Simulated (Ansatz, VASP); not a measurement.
# One calculation of Ta, two programs

File INCAR:

```
PREC = Accurate
ENCUT = 520
EDIFF = 1E-7
ISMEAR = -1
SIGMA = 0.03
LREAL = F
LASPH = T
NELM = 100
ALGO = Normal
ISIF = 2
LWAVE = F
LCHARG = F
GGA = PE
NBANDS = 12
```

File KPOINTS:

```
regular mesh
0
Gamma
  13 13 13
```

Contents of POSCAR:

```
Ta
1.0
    2.7414929887      0.0000000000      0.0000000000
    0.0000000000      2.7414929887      0.0000000000
    0.0000000000      0.0000000000      2.7414929887
Ta
1
Direct
    0.0000000000      0.0000000000      0.0000000000
```

Input for Ansatz:

```yaml
crystal:
  lattice:
    - [2.7414929887, 0.0, 0.0]
    - [0.0, 2.7414929887, 0.0]
    - [0.0, 0.0, 2.7414929887]
  atoms:
    - { symbol: Ta, position: [0.0, 0.0, 0.0] }
kpoints:
  mp_grid: { grid: [13, 13, 13] }
  band_path:
    path:
      - [0.0, 0.0, 0.0]
      - [0.0, 0.5, 0.0]
      - [0.5, 0.5, 0.0]
      - [0.0, 0.0, 0.0]
      - [0.5, 0.5, 0.5]
      - [0.0, 0.5, 0.0]
      - [0.5, 0.5, 0.5]
      - [0.5, 0.5, 0.0]
    npoints: 14
scf:
  occupations: { method: fermi_dirac, width: 0.03 }
hamiltonian:
  xc: pbe
  pseudopotentials: { kind: all_electron, lapw: { basis_error: 0.0005 } }
output:
  forces: true
  stress: true
  eigenvalues: true
  populations: true
  dos: { projected: true, de: 0.2, e_range: [-14, 8] }
```

Alike in both runs: task single point; functional PBE; k mesh 13 × 13 × 13; occupations fermi-dirac, width 0.03 eV; no spin polarisation.

```csv
,VASP,Ansatz
version,VASP 6.6.1,Ansatz 0.2.0
potentials or method,"VASP PAW PBE potentials, release 64 (Ta_pv), cutoff 520 eV","all-electron LAPW, scalar-relativistic"
```

Ansatz gave:

```
pressure (GPa) : -0.1
```

**Question.** Estimate VASP's values.

**Answer.** Pressure (GPa): 0.1.

Ansatz ran all-electron here, and VASP with PAW potentials.

Neither program's run includes spin-orbit coupling.
